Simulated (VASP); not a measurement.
# CoW3 (Pmm2) in VASP: single point with PBEsol

Aim: the single point of CoW3 with PBEsol.

Everything below comes from runs of VASP 6.6.1. Logs are shortened: lines on timing, memory, paths and dates and some standing lists are left out, and cuts for length are marked.

## Step 1: The cell of the first run

The structure is orthorhombic, space group Pmm2 (No. 25). Conventional cell: a = 3.858 Å, b = 3.858 Å, c = 3.858 Å, α = 90.00°, β = 90.00°, γ = 90.00°. Within 3.5 Å of Co (site symmetry mm2) lie 12 W at 2.63 to 2.83 Å. Within 3.5 Å of W (site symmetry mm2) lie 4 Co at 2.63 to 2.83 Å and 8 W at 2.63 to 2.83 Å. Within 3.6 Å of W (site symmetry mm2) lie 4 Co at 2.73 Å and 8 W at 2.73 Å. Within 3.5 Å of W (site symmetry mm2) lie 8 W at 2.63 to 2.83 Å and 4 Co at 2.73 Å.

## Step 2: Single point, PBEsol (atom 2 (W) moved +0.140 Å along Cartesian [0 0 1])

File INCAR:

```
SYSTEM = CoW3
ALGO     = Fast           ! electronic algorithm
EDIFF    = 1E-6           ! SCF threshold, eV
ENCUT    = 520            ! plane-wave cutoff, eV
GGA      = PS             ! functional
ISIF     = 2              ! what is computed and relaxed
ISMEAR   = 0              ! smearing method
LASPH    = .TRUE.         ! aspherical terms in the spheres
LCHARG   = .FALSE.        ! write CHGCAR
LREAL    = .FALSE.        ! projectors in reciprocal space
LWAVE    = .FALSE.        ! write WAVECAR
NBANDS   = 34             ! bands
NELM     = 80             ! most SCF steps
PREC     = Accurate       ! precision mode
SIGMA    = 0.15           ! smearing width, eV
```

File KPOINTS:

```
k-points
0
G
  12 12 12
  0 0 0
```

File POSCAR:

```
CoW3
1.0
    3.8582449849      0.0000000000      0.0000000000
    0.0000000000      3.8582449849      0.0000000000
    0.0000000000      0.0000000000      3.8582449849
Co W
1 3
Direct
    0.0000000000      0.0000000000      0.0000000000
    0.0000000000      0.5000000000      0.5362859281
    0.5000000000      0.0000000000      0.5000000000
    0.5000000000      0.5000000000      0.0000000000
```

Potentials or basis: VASP PAW PBE potentials, release 64 (Co, W_sv).

Launch:

```sh
$ cat potpaw_PBE.64/Co/POTCAR potpaw_PBE.64/W_sv/POTCAR > POTCAR
$ mpirun -np 1 vasp_std > vasp.out
```

OUTCAR:

```text
SYSTEM = CoW3
   EDIFF = 1E-6
   ENCUT = 520
   GGA = PS
   ISIF = 2
   ISMEAR = 0
   LASPH = .TRUE.
   LREAL = .FALSE.
   NELM = 80
   PREC = Accurate

 ion  position               nearest neighbor table
   1  0.000  0.000  0.000-   2 2.63   2 2.63   4 2.73   3 2.73   3 2.73   4 2.73   3 2.73   4 2.73
                             3 2.73   4 2.73   2 2.83   2 2.83
   2  0.000  0.500  0.536-   1 2.63   4 2.63   1 2.63   4 2.63   3 2.73   3 2.73   3 2.73   3 2.73
                             1 2.83   4 2.83   4 2.83   1 2.83
   3  0.500  0.000  0.500-   1 2.73   4 2.73   1 2.73   4 2.73   4 2.73   4 2.73   1 2.73   1 2.73
                             2 2.73   2 2.73   2 2.73   2 2.73
   4  0.500  0.500  0.000-   2 2.63   2 2.63   3 2.73   3 2.73   1 2.73   3 2.73   3 2.73   1 2.73
                             1 2.73   1 2.73   2 2.83   2 2.83

  LATTYP: Found a simple cubic cell.
 ALAT       =     3.8582449849

  Lattice vectors:

 A1 = (   3.8582449849,   0.0000000000,   0.0000000000)
 A2 = (   0.0000000000,   3.8582449849,   0.0000000000)
 A3 = (   0.0000000000,   0.0000000000,   3.8582449849)

Analysis of symmetry for initial positions (statically):
=====================================================================
 Subroutine PRICEL returns:
 Original cell was already a primitive cell.

 Routine SETGRP: Setting up the symmetry group for a
 simple cubic supercell.

 Subroutine GETGRP returns: Found  4 space group operations
 (whereof  4 operations were pure point group operations)
 out of a pool of 48 trial point group operations.

The static configuration has the point symmetry C_2v.

Analysis of symmetry for dynamics (positions and initial velocities):
=====================================================================
 Subroutine PRICEL returns:
 Original cell was already a primitive cell.

 Routine SETGRP: Setting up the symmetry group for a
 simple cubic supercell.

 Subroutine GETGRP returns: Found  4 space group operations
 (whereof  4 operations were pure point group operations)
 out of a pool of 48 trial point group operations.

The dynamic configuration has the point symmetry C_2v.

 Subroutine INISYM returns: Found  4 space group operations
 (whereof  4 operations are pure point group operations),
 and found     1 'primitive' translations

----------------------------------------------------------------------------------------

                                     Primitive cell

  volume of cell :      57.4340

  direct lattice vectors                    reciprocal lattice vectors
[... 95 lines left out ...]
   IBRION =     -1    ionic relax: 0-MD 1-quasi-New 2-CG
   NFREE  =      0    steps in history (QN), initial steepest desc. (CG)
   ISIF   =      2    stress and relaxation
   ISYM   =      2    0-nonsym 1-usesym 2-fastsym
   POTIM  = 0.5000    time-step for ionic-motion
   TEBEG  =    0.0;   TEEND  =   0.0 temperature during run
   PSTRESS=    0.0 pullay stress
   NELECT =      51.0000    total number of electrons
   NUPDOWN=      -1.0000    fix difference up-down
   EMIN   =  10.00;   EMAX   =-10.00  energy-range for DOS
   EFERMI =   0.00;   METHOD = LEGACY
   ISMEAR =     0;   SIGMA  =   0.15  broadening in eV -4-tet -1-fermi 0-gaus
   EFERMI_NEDOS =   21; number of points for ismear=-14 and -15
   IALGO  =     68    algorithm
   IMIX   =      4    mixing-type and parameters
     AMIX     =   0.40;   BMIX     =  1.00
     AMIX_MAG =   1.60;   BMIX_MAG =  1.00
  volume/ion in A,a.u.               =      14.36        96.90
  Fermi-wavevector in a.u.,A,eV,Ry     =   1.573530  2.973541 33.687989  2.475997
  Thomas-Fermi vector in A             =   2.674801
   LORBIT       =      0    0 simple, 1 ext, 2 COOP (PROOUT), +10 PAW based schemes
   GGA     = PS    functional components
   LHFCALC =     F    Hartree Fock is set to
   AEXX    =    0.0000 exact exchange contribution
   IVDW    =     0    specifies the selected vdW correction
   LEPSILON=     F    determine dielectric tensor
   LRPA    =     F    only Hartree local field effects (RPA)
 non-spin polarized calculation
 RMM-DIIS sequential band-by-band and
 Gauss-broadening in eV      SIGMA  =   0.15
  energy-cutoff  :      520.00
  volume of cell :       57.43
 maximum number of plane-waves:      1568
 NGX is ok and might be reduce to    30
   NGX = 15   NGY = 15   NGZ = 15

 number of electron      51.0000020 magnetization

 Free energy of the ion-electron system (eV)
  ---------------------------------------------------
  ext. energy  EPLUGINS =         0.00000000
  ---------------------------------------------------
  free energy    TOTEN  =       -48.02071936 eV

  energy without entropy =      -47.96829559  energy(sigma->0) =      -47.99450747

 E-fermi :  10.8095     XC(G=0): -13.8061

 val. band max:       10.8092993461   @ k =  -0.0833   0.1667   0.5000
 cond. band min:      10.8099465816   @ k =  -0.2500   0.5000   0.0833
 fundamental gap:      0.0006472356
 Fermi energy:        10.8095421180

 k-point     1 :       0.0000    0.0000    0.0000
  band No.  band energies     occupation
      1     -62.7741      2.00000
      2     -62.5938      2.00000
      3     -62.5641      2.00000
      4     -27.5474      2.00000
      5     -27.5327      2.00000
      6     -27.5279      2.00000
[... 877 lines left out ...]
     33      15.9537      0.00000
     34      17.2217      0.00000

 [... further k-points ...]

------------------------ aborting loop because EDIFF is reached ----------------------------------------

  FORCE on cell =-STRESS in cart. coord.  units (eV):
  Direction    XX          YY          ZZ          XY          YZ          ZX
  --------------------------------------------------------------------------------------
  -------------------------------------------------------------------------------------
  Total        1.0585529      0.5854636      0.5754100      0.0000000      0.0000000      0.0000000
  in kB       29.5293414     16.3320644     16.0516092      0.0000000      0.0000000      0.0000000
  external PRESSURE =      20.6376717 kB  Pullay stress =       0.0000000 kB

 VOLUME and BASIS-vectors are now :
 -----------------------------------------------------------------------------
  energy-cutoff  :      520.00
  volume of cell :       57.43
      direct lattice vectors                 reciprocal lattice vectors
     3.858244985  0.000000000  0.000000000     0.259185201  0.000000000  0.000000000
     0.000000000  3.858244985  0.000000000     0.000000000  0.259185201  0.000000000
     0.000000000  0.000000000  3.858244985     0.000000000  0.000000000  0.259185201

 POSITION                                       TOTAL-FORCE (eV/Angst)
 -----------------------------------------------------------------------------------
      0.00000      0.00000      0.00000         0.000000      0.000000      0.636315
      0.00000      1.92912      2.06912         0.000000      0.000000     -1.908612
      1.92912      0.00000      1.92912         0.000000      0.000000     -0.126814
      1.92912      1.92912      0.00000         0.000000      0.000000      1.399111
 -----------------------------------------------------------------------------------
    total drift:                                0.000000      0.000000      0.000225

  FREE ENERGIE OF THE ION-ELECTRON SYSTEM (eV)
  ---------------------------------------------------
  free  energy   TOTEN  =       -48.0207193601 eV

  energy  without entropy=      -47.9682955895  energy(sigma->0) =      -47.99450747
```

stdout:

```text
POSCAR found type information on POSCAR CoW
 POSCAR found :  2 types and       4 ions
 scaLAPACK will be used
 -----------------------------------------------------------------------------
|                                                                             |
|                                                                             |
|     You enforced a specific xc type in the INCAR file but a different       |
|     I HOPE YOU KNOW WHAT YOU ARE DOING!                                     |
|                                                                             |
 -----------------------------------------------------------------------------

 LDA part: xc-table for (Slater+PW92), standard interpolation
 POSCAR, INCAR and KPOINTS ok, starting setup
 FFT: planning ... GRIDC
 FFT: planning ... GRID_SOFT
 FFT: planning ... GRID
 WAVECAR not read
 entering main loop
```

It took 25 min on 1 thread of Intel Xeon 8259CL, shared host; peak memory 0.61 GiB.

Results:

| Item | Value |
| --- | --- |
| Free energy | -48.0207 eV |
| Pressure | 2.1 GPa |
| Largest force | 1.909 eV/Å |
| Band gap on the k mesh | zero (an odd number of electrons rules out a gap without spin polarisation) |

Forces on the atoms (eV/Å):
```
Co   0.000  0.000  0.636
W    0.000  0.000 -1.909
W    0.000  0.000 -0.127
W    0.000  0.000  1.399
```

Caveat: the cell differs from its parent crystal (atom 2 (W) moved +0.140 Å along Cartesian [0 0 1]); the PAW data sets were made with another functional, which shifts forces and pressure a little; spin-orbit coupling is left out, which moves the levels of the heavy elements; the run has no spin polarisation, though such a crystal can be magnetic.
